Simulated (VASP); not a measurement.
A run of VASP 6.6.1:

File INCAR:

```
SYSTEM = K2Se2O7
PREC     = Accurate       ! precision mode
ENCUT    = 520            ! plane-wave cutoff, eV
EDIFF    = 1E-8           ! SCF threshold, eV
ISMEAR   = -1             ! smearing method
SIGMA    = 0.02           ! smearing width, eV
LREAL    = Auto         
LASPH    = .True.         ! aspherical terms in the spheres
NELM     = 80             ! most SCF steps
ALGO     = Normal         ! electronic algorithm
ISIF     = 2              ! what is computed and relaxed
LWAVE    = .False.        ! write WAVECAR
LCHARG   = .False.        ! write CHGCAR
GGA      = CA             ! functional
LEFG     = .True.       
NBANDS   = 89             ! bands
```

Contents of KPOINTS:

```
regular mesh
0
Gamma
  4 4 3
  0 0 0
```

Contents of POSCAR:

```
K2Se2O7
1.0
    6.4146088424     -3.7707034600      0.0000000000
    6.4146088424      3.7707034600      0.0000000000
   -0.4450417352      0.0000000000      7.4771857163
K Se O
4 4 14
Direct
    0.4990466500      0.7935678500      0.3647929900
    0.2064321500      0.5009533500      0.1352070100
    0.5009533500      0.2064321500      0.6352070100
    0.7935678500      0.4990466500      0.8647929900
    0.9268025500      0.2852694000      0.3711459400
    0.7147306000      0.0731974500      0.1288540600
    0.0731974500      0.7147306000      0.6288540600
    0.2852694000      0.9268025500      0.8711459400
    0.7551658400      0.3542453000      0.5238865500
    0.6457547000      0.2448341600      0.9761134500
    0.2448341600      0.6457547000      0.4761134500
    0.3542453000      0.7551658400      0.0238865500
    0.8589366900      0.4646685800      0.2260258000
    0.5353314200      0.1410633100      0.2739742000
    0.1410633100      0.5353314200      0.7739742000
    0.4646685800      0.8589366900      0.7260258000
    0.1639278100      0.1869932900      0.4432183300
    0.8130067100      0.8360721900      0.0567816700
    0.8360721900      0.8130067100      0.5567816700
    0.1869932900      0.1639278100      0.9432183300
    0.9352227700      0.0647772300      0.2500000000
    0.0647772300      0.9352227700      0.7500000000
```

Potentials or basis: VASP PAW LDA potentials, release 64 (K_sv, Se, O).

Run with:

```bash
$ cat potpaw_LDA.64/K_sv/POTCAR potpaw_LDA.64/Se/POTCAR potpaw_LDA.64/O/POTCAR > POTCAR
$ mpirun -np 1 vasp_std > vasp.out
```

Hardware: 1 thread of Intel(R) Xeon(R) Platinum 8259CL CPU @ 2.50GHz (Skylake/Cascade Lake), on a shared host.

Problem. Estimate the wall time of this run.

Solution. It took 18 min on 1 thread of Intel(R) Xeon(R) Platinum 8259CL CPU @ 2.50GHz (Skylake/Cascade Lake), on a shared host, peak memory 0.54 GiB. Counts: scf iterations 18, k points 17.
